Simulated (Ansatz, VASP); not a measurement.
Two plane-wave programs on C

```
C
1.0
     0.00000    2.01519    1.79667
     1.48545    0.00000    1.79667
     1.48545    2.01519    0.00000
C
2
Direct
  0.50000 0.50000 0.50000
  0.75000 0.75000 0.75000
```

Change from the starting cell: strain +e along x and -e along y -0.1500, strain +e along z and -e/2 along x and y +0.0175.

Alike in both runs: task single point; functional LDA; k mesh 12 × 12 × 12; occupations gaussian, width 0.05 eV; no spin polarisation.

|  | VASP | Ansatz |
| --- | --- | --- |
| version | VASP 6.6.1 | Ansatz 0.2.0 |
| potentials or method | VASP PAW LDA potentials, release 64 (C_h), cutoff 1300 eV | scalar-relativistic, plane waves, PAW |
| valence electrons in the cell | 8 | 8 |

Ansatz gave:

```
gap on the k mesh at the Fermi level (eV)                     : none
pressure (GPa)                                                : 12.1
traceless stress, the component that is largest in VASP (GPa) : -142.36
```

Task: Which values does VASP return?

Result: gap on the k mesh at the Fermi level (eV): none; pressure (GPa): 13.1; traceless stress, the component that is largest in VASP (GPa): -142.27.

Ansatz warns that its potentials were made for another functional, while VASP's fit it. LDA's correlation is that of Perdew and Zunger in VASP and of Perdew and Wang (1992) in Ansatz. A gap of «none» marks a metal or a gap that the smearing closes.
